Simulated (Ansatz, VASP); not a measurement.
**LiH: VASP beside Ansatz**

INCAR

```
SYSTEM = LiH
  PREC = Accurate
  ENCUT = 520
  EDIFF = 1E-7
  ISMEAR = -1
  SIGMA = 0.05
  LREAL = .False.
  LASPH = .True.
  NELM = 60
  ALGO = Normal
  ISIF = 2
  LWAVE = .False.
  LCHARG = .False.
  GGA = PS
  NBANDS = 9
```

Contents of KPOINTS:

```
Automatic mesh
0
Gamma
  11 11 11
  0 0 0
```

POSCAR

```
LiH
1.0
    0.0000000000      2.0635524157      2.0635524157
    2.0635524157      0.0000000000      2.0635524157
    2.0635524157      2.0635524157      0.0000000000
Li H
1 1
Direct
    0.0000000000      0.0000000000      0.0000000000
    0.5000000000      0.5000000000      0.5000000000
```

Contents of input.yaml:

```yaml
crystal:
  lattice:
    - [0.0, 2.0635524157, 2.0635524157]
    - [2.0635524157, 0.0, 2.0635524157]
    - [2.0635524157, 2.0635524157, 0.0]
  atoms:
    - { symbol: Li, position: [0.0, 0.0, 0.0] }
    - { symbol: H, position: [0.5, 0.5, 0.5] }
kpoints:
  mp_grid: { grid: [11, 11, 11] }
scf:
  occupations: { method: fermi_dirac, width: 0.05 }
hamiltonian:
  xc: pbesol
  pseudopotentials: { kind: all_electron, lapw: { basis_error: 0.001 } }
output:
  forces: true
  stress: true
  eigenvalues: true
```

Change from the starting cell: volume scaled by 1.04.

Alike in both runs: task single point; functional PBEsol; k mesh 11 × 11 × 11; occupations fermi-dirac, width 0.05 eV; no spin polarisation.

|  | VASP | Ansatz |
| --- | --- | --- |
| version | VASP 6.6.1 | Ansatz 0.2.0 |
| potentials or method | VASP PAW PBE potentials, release 64 (Li_sv, H), cutoff 520 eV | all-electron LAPW, scalar-relativistic |

```csv
,VASP,Ansatz,Ansatz less VASP
gap on the k mesh at the Fermi level (eV),2.99,3.00,+0.003
least direct gap on the mesh (eV),2.99,3.00,+0.003
```

VASP's potentials were made for PBE, not for PBEsol. Ansatz ran all-electron here, and VASP with PAW potentials.

Noted on VASP's run: the cutoff is short for stress, so the pressure is rough.
